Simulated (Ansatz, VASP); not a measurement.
Zn2S: VASP beside Ansatz

```xyz
3
Lattice="4.7910 0.0000 0.0000 0.0000 4.7910 0.0000 0.0000 0.0000 4.0030" Properties=species:S:1:pos:R:3 pbc="T T T"
Zn    0.0000    2.3955    0.0000
Zn    2.3955    0.0000    0.0000
S     2.3955    2.3955    0.0000
```

Alike in both runs: functional PBE; k mesh 10 × 10 × 12; occupations gaussian, width 0.1 eV; no spin polarisation.

Ansatz relaxed the structure, and its values are those at the end. VASP's run is a single point on that final structure, the one shown.

```csv
,VASP,Ansatz
version,VASP 6.6.1,Ansatz 0.2.0
potentials or method,"VASP PAW PBE potentials, release 64 (Zn, S), cutoff 520 eV","scalar-relativistic, plane waves, PAW"
valence electrons in the cell,30,30
```

VASP gave:

* gap on the k mesh at the Fermi level (eV): none
* pressure (GPa): 0.1

**Question.** What did Ansatz give for the same quantities?

**Answer.** gap on the k mesh at the Fermi level (eV): none; pressure (GPa): 0.0.

A gap of «none» marks a metal or a gap that the smearing closes. With one functional, cell and mesh, what is left measures potentials, basis and numerics.
